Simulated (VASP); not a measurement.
A run of VASP 6.6.1:

INCAR

```
PREC = Accurate
ENCUT = 520
EDIFF = 1E-7
ISMEAR = -1
SIGMA = 0.02
LREAL = Auto
LASPH = T
NELM = 100
ALGO = Normal
ISIF = 2
LWAVE = F
LCHARG = F
GGA = PE
NBANDS = 55
```

File KPOINTS:

```
regular mesh
0
Gamma
  1 1 1
```

The input POSCAR:

```
H17ClO8
1.0
    6.6267050000      0.0000000000      0.0000000000
    0.0000000000      6.6267050000      0.0000000000
    0.0000000000      0.0000000000      6.6267050000
O H Cl
8 17 1
Direct
    0.0506737511      0.5274717978     -0.0687822983
    0.5929040149      0.1800593206      0.3990972889
    0.1488824386      1.1439471049      1.0939675148
    0.4609832488     -0.0272382730      0.8474498261
    0.9198991052      0.9013529348      0.8783701704
    0.6681752092      0.7259112938      0.1945461583
    0.5863094856      0.3438813105      1.0317193839
    0.0189687031      0.3575079923      0.5295090094
   -0.0920668718      0.5262343804     -0.0737621488
    0.0941191739      0.6595736493     -0.0388428337
    0.7383760104      0.1903359211      0.4291876581
    0.5365562523      0.2967839975      0.4581613336
    0.1202860245      1.3023818021      1.0364125157
    0.2992588323      1.1461955829      1.0890329357
    0.4228647571     -0.1521570675      0.8875451676
    0.3691276434     -0.0008148846      0.7295179127
    0.9582439538      0.9744511035      0.7606797043
    0.7740045769      0.9128669527      0.8661770820
    0.6079190186      0.8159711350      0.3192235055
    0.7906644403      0.7787731610      0.1560051338
    0.6191764987      0.4450779083      1.1431624012
    0.6364852517      0.2149937261      1.0778659983
    0.1439176785      0.4147008204      0.5221297764
   -0.0153620842      0.3957472077      0.6721590896
    0.1658139302      0.0891091425      0.2798374154
    0.1504518460     -0.0838727543      0.4384833790
```

Potentials or basis: VASP PAW PBE potentials, release 64 (O, H, Cl).

Run with:

```sh
$ cat potpaw_PBE.64/O/POTCAR potpaw_PBE.64/H/POTCAR potpaw_PBE.64/Cl/POTCAR > POTCAR
$ mpirun -np 1 vasp_gam > vasp.out
```

Hardware: 1 thread of Intel(R) Xeon(R) 6975P-C (Granite Rapids) (shared host).

Task: Estimate the wall time of this run.

Result: Run time: 22 s on 1 thread of Intel(R) Xeon(R) 6975P-C (Granite Rapids), on a shared host, peak memory 0.32 GiB. Counts: scf iterations 18, k points 1.
